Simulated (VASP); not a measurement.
Write the native input for VASP 6.6.1 that does the following.

| Item | Value |
| --- | --- |
| Task | single point |
| Functional | PBE |
| Potentials or basis | VASP PAW PBE potentials, release 64 (Pb_d, F) |
| Cutoff | 520 eV |
| k mesh | 10 × 10 × 10 |
| Occupations | gaussian, width 0.05 eV |
| Spin | no spin polarisation |
| Dipole correction | no |
| Further INCAR settings | ALGO = Normal; EDIFF = 1e-06; NBANDS = 21 |

The structure of PbF2 lies in POSCAR:

```
PbF2
1.0
    0.0000000000      3.0688001815      3.0688001815
    3.0688001815      0.0000000000      3.0688001815
    3.0688001815      3.0688001815      0.0000000000
Pb F
1 2
Direct
    0.0000000000      0.0000000000      0.0000000000
    0.2500000000      0.2500000000      0.2500000000
    0.7500000000      0.7500000000      0.7500000000
```

These files were run (other wordings do the same):

INCAR

```
SYSTEM = PbF2
  PREC = Accurate
  ENCUT = 520
  EDIFF = 1E-6
  ISMEAR = 0
  SIGMA = 0.05
  LREAL = .False.
  LASPH = .True.
  NELM = 80
  ALGO = Normal
  ISIF = 2
  LWAVE = .False.
  LCHARG = .False.
  GGA = PE
  NBANDS = 21
```

KPOINTS

```
regular mesh
0
Gamma
  10 10 10
  0 0 0
```

Potentials or basis: VASP PAW PBE potentials, release 64 (Pb_d, F).

Launch:

```sh
$ cat potpaw_PBE.64/Pb_d/POTCAR potpaw_PBE.64/F/POTCAR > POTCAR
$ mpirun -np 1 vasp_std > vasp.out
```

It gave:

* Pressure: -4.0 GPa
* Band gap on the k mesh: 4.37 eV (least direct gap 4.53 eV)

Caveat: the cell stands under tension; spin-orbit coupling is left out, which moves the levels of the heavy elements.

Wall time 36 s on 1 thread of AMD EPYC 7R43 64-Core Processor (Zen 3) (shared host), peak memory 0.17 GiB.
